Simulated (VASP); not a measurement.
# Cd3Ga2O (P4/mmm) in VASP: further runs

The runs below take Cd3Ga2O through single point, relaxation of cell and atoms, with PBE.

Everything below comes from runs of VASP 6.6.1. Logs are shortened: lines on timing, memory, paths and dates and some standing lists are left out, and cuts for length are marked.

### Step 1. The cell of the first run

Symmetry: P4/mmm, No. 123, tetragonal system. The conventional cell has a = 5.051 Å, b = 5.051 Å, c = 8.321 Å, α = 90.00°, β = 90.00°, γ = 90.00°. Cd (site symmetry 4/mmm) has 4 Ga at 2.53 Å and 2 Cd at 2.76 Å within 3.3 Å. Cd (site symmetry 4mm) has 2 Cd at 2.76 to 2.79 Å within 3.6 Å. Within 3.3 Å of Ga (site symmetry mmm) lie 2 Cd at 2.53 Å and 2 O at 2.53 Å. O (site symmetry 4/mmm) has 4 Ga at 2.53 Å within 3.3 Å.

### Step 2. Single point, PBE

INCAR reads:

```
SYSTEM = Cd3Ga2O
PREC = Accurate
ENCUT = 520
EDIFF = 1E-7
ISMEAR = 0
SIGMA = 0.1
LREAL = .FALSE.
LASPH = .TRUE.
NELM = 80
ALGO = Normal
ISIF = 2
LWAVE = .FALSE.
LCHARG = .TRUE.
GGA = PE
LELF = .TRUE.
LVHAR = .TRUE.
NBANDS = 43
```

KPOINTS reads:

```
regular mesh
0
G
  4 4 2
  0 0 0
```

POSCAR reads:

```
Cd3Ga2O
1.0
    5.0513672702      0.0000000000      0.0000000000
    0.0000000000      5.0513672702      0.0000000000
    0.0000000000      0.0000000000      8.3210111022
Cd Ga O
3 2 1
Direct
    0.5000000000      0.5000000000      0.5000000000
    0.5000000000      0.5000000000      0.1678164363
    0.5000000000      0.5000000000      0.8321835637
    0.0000000000      0.5000000000      0.5000000000
    0.5000000000      0.0000000000      0.5000000000
    0.0000000000      0.0000000000      0.5000000000
```

Potentials or basis: VASP PAW PBE potentials, release 64 (Cd, Ga_d, O).

Run with:

```sh
cat potpaw_PBE.64/Cd/POTCAR potpaw_PBE.64/Ga_d/POTCAR potpaw_PBE.64/O/POTCAR > POTCAR
mpirun -np 1 vasp_std > vasp.out
```

OUTCAR:

```text
SYSTEM = Cd3Ga2O
   PREC = Accurate
   ENCUT = 520
   EDIFF = 1E-7
   ISMEAR = 0
   LREAL = .FALSE.
   LASPH = .TRUE.
   NELM = 80
   ISIF = 2
   GGA = PE

 ion  position               nearest neighbor table
   1  0.500  0.500  0.500-   4 2.53   5 2.53   5 2.53   4 2.53   2 2.76   3 2.76
   2  0.500  0.500  0.168-   1 2.76   3 2.79
   3  0.500  0.500  0.832-   1 2.76   2 2.79
   4  0.000  0.500  0.500-   1 2.53   1 2.53
   5  0.500  0.000  0.500-   1 2.53   1 2.53
   6  0.000  0.000  0.500-

  LATTYP: Found a simple tetragonal cell.
 ALAT       =     5.0513672702
 C/A-ratio  =     1.6472789756

  Lattice vectors:

 A1 = (   5.0513672702,   0.0000000000,   0.0000000000)
 A2 = (   0.0000000000,   5.0513672702,   0.0000000000)
 A3 = (   0.0000000000,   0.0000000000,   8.3210111022)

Analysis of symmetry for initial positions (statically):
=====================================================================
 Subroutine PRICEL returns:
 Original cell was already a primitive cell.

 Routine SETGRP: Setting up the symmetry group for a
 simple tetragonal supercell.

 Subroutine GETGRP returns: Found 16 space group operations
 (whereof 16 operations were pure point group operations)
 out of a pool of 16 trial point group operations.

The static configuration has the point symmetry D_4h.

Analysis of symmetry for dynamics (positions and initial velocities):
=====================================================================
 Subroutine PRICEL returns:
 Original cell was already a primitive cell.

 Routine SETGRP: Setting up the symmetry group for a
 simple tetragonal supercell.

 Subroutine GETGRP returns: Found 16 space group operations
 (whereof 16 operations were pure point group operations)
 out of a pool of 16 trial point group operations.

The dynamic configuration has the point symmetry D_4h.

 Subroutine INISYM returns: Found 16 space group operations
 (whereof 16 operations are pure point group operations),
 and found     1 'primitive' translations

----------------------------------------------------------------------------------------

                                     Primitive cell

  volume of cell :     212.3215

  direct lattice vectors                    reciprocal lattice vectors
     5.051367270  0.000000000  0.000000000     0.197966203  0.000000000  0.000000000
     0.000000000  5.051367270  0.000000000     0.000000000  0.197966203  0.000000000
     0.000000000  0.000000000  8.321011102     0.000000000  0.000000000  0.120177703

  length of vectors
     5.051367270  5.051367270  8.321011102     0.197966203  0.197966203  0.120177703

  position of ions in fractional coordinates (direct lattice)
     0.500000000  0.500000000  0.500000000
     0.500000000  0.500000000  0.167816436
     0.500000000  0.500000000  0.832183564
     0.000000000  0.500000000  0.500000000
     0.500000000  0.000000000  0.500000000
     0.000000000  0.000000000  0.500000000

  ion indices of the primitive-cell ions
   primitive index   ion index
                 1           1
                 2           2
                 3           3
                 4           4
                 5           5
                 6           6

----------------------------------------------------------------------------------------

 KPOINTS: regular mesh

Automatic generation of k-mesh.
 Grid dimensions read from file:
 generate k-points for:    4    4    2

 Generating k-lattice:

  Cartesian coordinates                     Fractional coordinates (reciprocal lattice)
     0.049491551  0.000000000  0.000000000     0.250000000  0.000000000  0.000000000
     0.000000000  0.049491551  0.000000000     0.000000000  0.250000000  0.000000000
     0.000000000  0.000000000  0.060088851     0.000000000  0.000000000  0.500000000

  Length of vectors
     0.049491551  0.049491551  0.060088851

  Shift w.r.t. Gamma in fractional coordinates (k-lattice)
     0.000000000  0.000000000  0.000000000

 Subroutine IBZKPT returns following result:
 ===========================================

 Found     12 irreducible k-points:

 Following reciprocal coordinates:
            Coordinates               Weight
  0.000000  0.000000  0.000000      1.000000
  0.250000  0.000000  0.000000      4.000000
  0.500000  0.000000  0.000000      2.000000
  0.250000  0.250000  0.000000      4.000000
  0.500000  0.250000  0.000000      4.000000
  0.500000  0.500000  0.000000      1.000000
  0.000000  0.000000  0.500000      1.000000
  0.250000  0.000000  0.500000      4.000000
  0.500000  0.000000  0.500000      2.000000
  0.250000  0.250000  0.500000      4.000000
  0.500000  0.250000  0.500000      4.000000
  0.500000  0.500000  0.500000      1.000000
   k-points           NKPTS =     12   k-points in BZ     NKDIM =     12   number of bands    NBANDS=     43
   number of dos      NEDOS =    301   number of ions     NIONS =      6
   total plane-waves  NPLWV = 102400
   dimension x,y,z NGX =    40 NGY =   40 NGZ =   64
   dimension x,y,z NGXF=    80 NGYF=   80 NGZF=  128
   ions per type =               3   2   1
   NGX,Y,Z   is equivalent  to a cutoff of  13.16, 13.16, 12.79 a.u.
   NGXF,Y,Z  is equivalent  to a cutoff of  26.33, 26.33, 25.57 a.u.
 SYSTEM =  Cd3Ga2O
   PREC   = accura    normal or accurate (medium, high low for compatibility)
   ISTART =      0    job   : 0-new  1-cont  2-samecut
   ICHARG =      2    charge: 1-file 2-atom 10-const
   ISPIN  =      1    spin polarized calculation?
   LNONCOLLINEAR =      F non collinear calculations
   LSORBIT =      F    spin-orbit coupling
   LASPH  =      T    aspherical Exc in radial PAW
   ENCUT  =  520.0 eV  38.22 Ry    6.18 a.u.   9.39  9.39 15.47*2*pi/ulx,y,z
   NELM   =     80;   NELMIN=  2; NELMDL= -5     # of ELM steps
   EDIFF  = 0.1E-06   stopping-criterion for ELM
   LREAL  =      F    real-space projection
   EDIFFG = 0.1E-05   stopping-criterion for IOM
   NSW    =      0    number of steps for IOM
   IBRION =     -1    ionic relax: 0-MD 1-quasi-New 2-CG
   NFREE  =      0    steps in history (QN), initial steepest desc. (CG)
   ISIF   =      2    stress and relaxation
   ISYM   =      2    0-nonsym 1-usesym 2-fastsym
   POTIM  = 0.5000    time-step for ionic-motion
   TEBEG  =    0.0;   TEEND  =   0.0 temperature during run
   PSTRESS=    0.0 pullay stress
   NELECT =      68.0000    total number of electrons
   NUPDOWN=      -1.0000    fix difference up-down
   EMIN   =  10.00;   EMAX   =-10.00  energy-range for DOS
   EFERMI =   0.00;   METHOD = LEGACY
   ISMEAR =     0;   SIGMA  =   0.10  broadening in eV -4-tet -1-fermi 0-gaus
   EFERMI_NEDOS =   21; number of points for ismear=-14 and -15
   IALGO  =     38    algorithm
   IMIX   =      4    mixing-type and parameters
     AMIX     =   0.40;   BMIX     =  1.00
     AMIX_MAG =   1.60;   BMIX_MAG =  1.00
  volume/ion in A,a.u.               =      35.39       238.80
  Fermi-wavevector in a.u.,A,eV,Ry     =   1.120073  2.116632 17.069384  1.254564
  Thomas-Fermi vector in A             =   2.256717
   LORBIT       =      0    0 simple, 1 ext, 2 COOP (PROOUT), +10 PAW based schemes
   GGA     = PE    functional components
   LHFCALC =     F    Hartree Fock is set to
   AEXX    =    0.0000 exact exchange contribution
   IVDW    =     0    specifies the selected vdW correction
   LEPSILON=     F    determine dielectric tensor
   LRPA    =     F    only Hartree local field effects (RPA)
 non-spin polarized calculation
 Gauss-broadening in eV      SIGMA  =   0.10
  energy-cutoff  :      520.00
  volume of cell :      212.32
 maximum number of plane-waves:      5756
 NGX is ok and might be reduce to    40
   NGX = 19   NGY = 19   NGZ = 31

 number of electron      67.9999999 magnetization

 Free energy of the ion-electron system (eV)
  ---------------------------------------------------
  ext. energy  EPLUGINS =         0.00000000
  ---------------------------------------------------
  free energy    TOTEN  =       -11.05213449 eV

  energy without entropy =      -11.02452728  energy(sigma->0) =      -11.03833088

 E-fermi :   0.1127     XC(G=0):  -7.2857

 val. band max:        0.1110949087   @ k =   0.2500   0.0000   0.5000
 cond. band min:       0.2862122621   @ k =   0.5000   0.5000   0.5000
 fundamental gap:      0.1751173534
 Fermi energy:         0.1126680048

 k-point     1 :       0.0000    0.0000    0.0000
  band No.  band energies     occupation
      1     -15.8323      2.00000
      2     -14.6192      2.00000
      3     -14.6008      2.00000
      4     -14.5182      2.00000
      5     -14.5182      2.00000
      6     -14.4695      2.00000
[... 35 lines left out ...]
     42       4.3345      0.00000
     43       4.3345      0.00000

 k-point     2 :       0.2500    0.0000    0.0000
  band No.  band energies     occupation
      1     -15.7891      2.00000
      2     -14.6111      2.00000
      3     -14.5736      2.00000
      4     -14.5175      2.00000
      5     -14.5113      2.00000
      6     -14.4506      2.00000
[... 35 lines left out ...]
     42       4.5826      0.00000
     43       4.9546      0.00000

 k-point     3 :       0.5000    0.0000    0.0000
  band No.  band energies     occupation
      1     -15.7429      2.00000
      2     -14.6097      2.00000
      3     -14.5420      2.00000
      4     -14.5168      2.00000
      5     -14.5042      2.00000
      6     -14.4385      2.00000
[... 35 lines left out ...]
     42       4.7733      0.00000
     43       5.4985      0.00000

 k-point     4 :       0.2500    0.2500    0.0000
  band No.  band energies     occupation
      1     -15.7447      2.00000
      2     -14.5808      2.00000
      3     -14.5705      2.00000
      4     -14.5175      2.00000
      5     -14.5042      2.00000
      6     -14.4426      2.00000
[... 35 lines left out ...]
     42       4.5083      0.00000
     43       5.7332      0.00000

 k-point     5 :       0.5000    0.2500    0.0000
  band No.  band energies     occupation
      1     -15.6971      2.00000
      2     -14.5763      2.00000
      3     -14.5445      2.00000
      4     -14.5173      2.00000
      5     -14.4974      2.00000
      6     -14.4453      2.00000
[... 35 lines left out ...]
     42       4.8853      0.00000
     43       5.5564      0.00000

 k-point     6 :       0.5000    0.5000    0.0000
  band No.  band energies     occupation
      1     -15.6477      2.00000
      2     -14.5469      2.00000
      3     -14.5469      2.00000
      4     -14.5175      2.00000
      5     -14.4907      2.00000
      6     -14.4485      2.00000
[... 35 lines left out ...]
     42       5.5162      0.00000
     43       6.0454      0.00000

 k-point     7 :       0.0000    0.0000    0.5000
  band No.  band energies     occupation
      1     -15.8324      2.00000
      2     -14.6192      2.00000
      3     -14.6008      2.00000
      4     -14.5183      2.00000
      5     -14.5183      2.00000
      6     -14.4695      2.00000
[... 35 lines left out ...]
     42       5.4940      0.00000
     43       5.4940      0.00000

 k-point     8 :       0.2500    0.0000    0.5000
  band No.  band energies     occupation
      1     -15.7891      2.00000
      2     -14.6111      2.00000
      3     -14.5736      2.00000
      4     -14.5175      2.00000
      5     -14.5113      2.00000
      6     -14.4506      2.00000
[... 35 lines left out ...]
     42       4.6920      0.00000
     43       5.6179      0.00000

 k-point     9 :       0.5000    0.0000    0.5000
  band No.  band energies     occupation
      1     -15.7429      2.00000
      2     -14.6097      2.00000
      3     -14.5420      2.00000
      4     -14.5168      2.00000
      5     -14.5043      2.00000
      6     -14.4385      2.00000
[... 35 lines left out ...]
     42       4.2795      0.00000
     43       5.9458      0.00000

 k-point    10 :       0.2500    0.2500    0.5000
  band No.  band energies     occupation
      1     -15.7447      2.00000
      2     -14.5808      2.00000
      3     -14.5705      2.00000
      4     -14.5176      2.00000
      5     -14.5042      2.00000
      6     -14.4426      2.00000
[... 35 lines left out ...]
     42       4.4724      0.00000
     43       4.7235      0.00000

 k-point    11 :       0.5000    0.2500    0.5000
  band No.  band energies     occupation
      1     -15.6971      2.00000
      2     -14.5763      2.00000
      3     -14.5445      2.00000
      4     -14.5173      2.00000
      5     -14.4974      2.00000
      6     -14.4453      2.00000
[... 35 lines left out ...]
     42       4.2171      0.00000
     43       4.5852      0.00000

 k-point    12 :       0.5000    0.5000    0.5000
  band No.  band energies     occupation
      1     -15.6476      2.00000
      2     -14.5469      2.00000
      3     -14.5469      2.00000
      4     -14.5176      2.00000
      5     -14.4907      2.00000
      6     -14.4485      2.00000
[... 35 lines left out ...]
     42       3.6374      0.00000
     43       4.4301      0.00000

------------------------ aborting loop because EDIFF is reached ----------------------------------------

  FORCE on cell =-STRESS in cart. coord.  units (eV):
  Direction    XX          YY          ZZ          XY          YZ          ZX
  --------------------------------------------------------------------------------------
  -------------------------------------------------------------------------------------
  Total        0.1993466      0.1993466     -0.1879037      0.0000000      0.0000000     -0.0000000
  in kB        1.5042690      1.5042690     -1.4179204      0.0000000      0.0000000     -0.0000000
  external PRESSURE =       0.5302059 kB  Pullay stress =       0.0000000 kB

 VOLUME and BASIS-vectors are now :
 -----------------------------------------------------------------------------
  energy-cutoff  :      520.00
  volume of cell :      212.32
      direct lattice vectors                 reciprocal lattice vectors
     5.051367270  0.000000000  0.000000000     0.197966203  0.000000000  0.000000000
     0.000000000  5.051367270  0.000000000     0.000000000  0.197966203  0.000000000
     0.000000000  0.000000000  8.321011102     0.000000000  0.000000000  0.120177703

 POSITION                                       TOTAL-FORCE (eV/Angst)
 -----------------------------------------------------------------------------------
      2.52568      2.52568      4.16051         0.000000      0.000000      0.000000
      2.52568      2.52568      1.39640        -0.000000      0.000000      0.004418
      2.52568      2.52568      6.92461         0.000000     -0.000000     -0.004418
      0.00000      2.52568      4.16051         0.000000      0.000000      0.000000
      2.52568      0.00000      4.16051         0.000000      0.000000      0.000000
      0.00000      0.00000      4.16051         0.000000      0.000000      0.000000
 -----------------------------------------------------------------------------------
    total drift:                               -0.000000     -0.000000     -0.000000

  FREE ENERGIE OF THE ION-ELECTRON SYSTEM (eV)
  ---------------------------------------------------
  free  energy   TOTEN  =       -11.0521344852 eV

  energy  without entropy=      -11.0245272812  energy(sigma->0) =      -11.03833088
```

Wall time 4.3 min (1 thread of Oxide Virtual Turin-like, shared host); peak memory 0.32 GiB.

Results:

```
Free energy            : -11.0521 eV
Pressure               : 0.1 GPa
Largest force          : 0.004 eV/Å
Band gap on the k mesh : zero (band 34 reaches 0.38 eV, above the bottom of band 35 at 0.04 eV)
```

Forces in eV/Å, atoms in the order of the input:
```
Cd   0.000  0.000  0.000
Cd   0.000  0.000  0.004
Cd   0.000  0.000 -0.004
Ga   0.000  0.000  0.000
Ga   0.000  0.000  0.000
O    0.000  0.000  0.000
```

Levels at points of the mesh, in eV from the Fermi level:
```
           k point  band 31  band 32  band 33  band 34  band 35  band 36  band 37  band 38
(0.00, 0.00, 0.00)    -2.86    -2.53    -0.88     0.27     0.27     1.90     2.85     3.22
(0.50, 0.00, 0.00)    -2.29    -1.42    -1.35    -0.49     0.77     0.93     1.26     3.01
(0.50, 0.50, 0.00)    -2.10    -1.06    -0.21    -0.21     0.90     0.90     1.38     1.38
(0.00, 0.00, 0.50)    -2.53    -1.60    -0.55    -0.07     0.35     0.35     2.58     2.58
(0.50, 0.00, 0.50)    -1.96    -1.43    -0.43    -0.27     0.33     0.52     1.20     2.84
(0.50, 0.50, 0.50)    -1.06    -0.15    -0.15     0.17     0.17     0.54     0.87     2.35
```

Caveat: the k points lie up to 0.38 Å⁻¹ apart.

### Step 3. Relaxation of cell and atoms, PBE

This run uses another cell than the first one, of 21.90 Å³/atom, 0.619 times its volume.

INCAR reads:

```
SYSTEM = Cd3Ga2O
PREC = Accurate ; ENCUT = 600
EDIFF = 1E-6 ; ISMEAR = 0
SIGMA = 0.1 ; LREAL = .FALSE.
LASPH = .TRUE. ; NELM = 60
ALGO = Normal ; ISIF = 3
LWAVE = .FALSE. ; LCHARG = .FALSE.
GGA = PE ; IBRION = 2
NSW = 90 ; EDIFFG = -0.04
```

KPOINTS reads:

```
Automatic mesh
0
G
  4 4 2
  0 0 0
```

POSCAR reads:

```
Cd3Ga2O
1.0
    4.1886267700      0.0000000000      0.0000000000
    0.0000000000      4.1886267700      0.0000000000
    0.0000000000      0.0000000000      7.4905564000
Cd Ga O
3 2 1
Direct
    0.5000000000      0.5000000000      0.5000000000
    0.5000000000      0.5000000000      0.1922168700
    0.5000000000      0.5000000000      0.8077831300
    0.0000000000      0.5000000000      0.5000000000
    0.5000000000      0.0000000000      0.5000000000
    0.0000000000      0.0000000000      0.5000000000
```

Potentials or basis: VASP PAW PBE potentials, release 64 (Cd, Ga_d, O).

Run with:

```sh
cat potpaw_PBE.64/Cd/POTCAR potpaw_PBE.64/Ga_d/POTCAR potpaw_PBE.64/O/POTCAR > POTCAR
mpirun -np 1 vasp_std > vasp.out
```

Wall time 22 min (1 thread of Oxide Virtual Turin-like, shared host); peak memory 0.28 GiB.

The run converged. Its results:

| Quantity | Value |
| --- | --- |
| Free energy | -10.9838 eV |
| Relaxed volume | 34.96 Å³/atom |
| Relaxed cell | a = 5.032 Å, b = 5.032 Å, c = 8.282 Å, α = 90.00°, β = 90.00°, γ = 90.00° |
| Space group after relaxing (to 0.05 Å) | P4/mmm (No. 123) |
| Energy gained by relaxing | 1220.9 meV/atom |
| Ionic steps | 9 |
| Pressure after relaxing | 0.0 GPa |
| Largest force after relaxing | 0.009 eV/Å |
| Band gap on the k mesh | zero (band 34 reaches 0.43 eV, above the bottom of band 35 at 0.08 eV) |

Forces in eV/Å, atoms in the order of the input:
```
Cd   0.000  0.000  0.000
Cd   0.000  0.000 -0.009
Cd   0.000  0.000  0.009
Ga   0.000  0.000  0.000
Ga   0.000  0.000  0.000
O    0.000  0.000  0.000
```

Step by step:
| step | energy change (eV) | largest force (eV/Å) | pressure (GPa) | volume (Å³) |
| --- | --- | --- | --- | --- |
| 1 | 0.0000 | 6.1318 | 41.82 | 131.42 |
| 2 | -6.1632 | 1.0753 | -3.40 | 271.85 |
| 3 | -7.2936 | 0.0162 | 1.08 | 202.58 |
| 4 | -7.3093 | 0.3032 | -0.51 | 213.61 |
| 5 | -7.3183 | 0.2061 | 0.03 | 209.59 |
| 6 | -7.3171 | 0.1612 | 0.29 | 207.78 |
| 7 | -7.3230 | 0.0592 | 0.24 | 208.12 |
| 8 | -7.3247 | 0.0401 | 0.18 | 208.43 |
| 9 | -7.3254 | 0.0094 | -0.02 | 209.74 |

Final structure:
```
Cd Ga O
1.0
     5.03241    0.00000    0.00000
     0.00000    5.03241    0.00000
     0.00000    0.00000    8.28172
Cd Ga O
3 2 1
Direct
  0.50000 0.50000 0.50000
  0.50000 0.50000 0.16788
  0.50000 0.50000 0.83212
  0.00000 0.50000 0.50000
  0.50000 0.00000 0.50000
  0.00000 0.00000 0.50000
```

Levels at points of the mesh, in eV from the Fermi level:
```tsv
k point	band 31	band 32	band 33	band 34	band 35	band 36	band 37	band 38
(0.00, 0.00, 0.00)	-2.90	-2.49	-0.89	0.27	0.27	1.97	2.86	3.27
(0.50, 0.00, 0.00)	-2.32	-1.42	-1.37	-0.50	0.77	0.98	1.27	3.06
(0.50, 0.50, 0.00)	-2.10	-1.08	-0.21	-0.21	0.90	0.90	1.39	1.39
(0.00, 0.00, 0.50)	-2.49	-1.63	-0.50	-0.07	0.36	0.36	2.60	2.60
(0.50, 0.00, 0.50)	-1.95	-1.46	-0.43	-0.27	0.32	0.57	1.25	2.86
(0.50, 0.50, 0.50)	-1.09	-0.14	-0.14	0.16	0.16	0.55	0.94	2.38
```

Caveat: the k points lie up to 0.38 Å⁻¹ apart in the final cell; the volume moved by over 15 % at a fixed basis, so the end points are rough.

[end of part 1 of 2]
